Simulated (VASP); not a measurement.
A run of VASP 6.6.1 is set up as follows.

Contents of INCAR:

```
SYSTEM = B2O
ALGO     = Normal         ! electronic algorithm
EDIFF    = 1E-6           ! SCF threshold, eV
ENCUT    = 520            ! plane-wave cutoff, eV
GGA      = CA             ! functional
ISIF     = 2              ! what is computed and relaxed
ISMEAR   = 1              ! smearing method
LASPH    = .TRUE.         ! aspherical terms in the spheres
LCHARG   = .FALSE.        ! write CHGCAR
LREAL    = .FALSE.        ! projectors in reciprocal space
LWAVE    = .FALSE.        ! write WAVECAR
NBANDS   = 21             ! bands
NELM     = 100            ! most SCF steps
PREC     = Accurate       ! precision mode
SIGMA    = 0.5            ! smearing width, eV
```

The input KPOINTS:

```
k-points
0
G
  9 9 4
  0 0 0
```

File POSCAR:

```
B2O
1.0
    2.8790000000      0.0000000000      0.0000000000
   -1.4395000000      2.4932871400      0.0000000000
    0.0000000000      0.0000000000      7.0520000000
B O
4 2
Direct
    0.0000000000      0.0000000000      0.3800000000
    0.0000000000      0.0000000000      0.6200000000
    0.6666666667      0.3333333333      0.0230000000
    0.3333333333      0.6666666667      0.9770000000
    0.6666666667      0.3333333333      0.3060000000
    0.3333333333      0.6666666667      0.6940000000
```

Potentials or basis: VASP PAW LDA potentials, release 64 (B, O).

Run with:

```console
$ cat potpaw_LDA.64/B/POTCAR potpaw_LDA.64/O/POTCAR > POTCAR
$ mpirun -np 1 vasp_std > vasp.out
```

(1) Estimate the pressure.

(2) What does it give for the largest force?

(3) Predict the band gap on the k mesh.

Answers

(1) -27.4 GPa.

(2) 0.104 eV/Å.

(3) zero (bands 12 and 13 overlap by 1.23 eV).

Caveat: the cell stands under tension; so wide a smearing shifts energies and pressures.
